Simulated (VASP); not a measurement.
Crystal: Si.

```xyz
2
Lattice="-2.2510 2.3685 1.2750 2.2510 -2.3685 1.2750 2.2510 2.3685 -1.2750" Properties=species:S:1:pos:R:3 pbc="T T T"
Si    0.0000    3.5528    0.1454
Si    2.2510   -1.1842    1.1296
```

Base run:

- Program: VASP 6.6.1
- Functional: PBEsol
- Dispersion: D3(BJ)
- Potentials or basis: VASP PAW PBE potentials, release 64 (Si)
- Cutoff: 520 eV
- k mesh: 8 × 8 × 8
- Occupations: fermi-dirac, width 0.05 eV
- Spin: no spin polarisation

Its results: band gap on the k mesh zero (band 4 reaches 13.56 eV, above the bottom of band 5 at 6.84 eV); pressure 8.3 GPa; largest force 0.039 eV/Å.

**Question.** After a change of settings the same cell gave: band gap on the k mesh zero (band 4 reaches 13.09 eV, above the bottom of band 5 at 8.13 eV); pressure 8.9 GPa; largest force 0.069 eV/Å. Which change was it?
A. k mesh from 8 × 8 × 8 to 5 × 5 × 5
B. k mesh from 8 × 8 × 8 to 6 × 6 × 6
C. k mesh from 8 × 8 × 8 to 3 × 3 × 3

**Answer.** A.

Caveats: some runs use coarse meshes; the PAW data sets were made with another functional, which shifts forces and pressure a little; pairwise dispersion overbinds metals, which lowers pressure and volume.
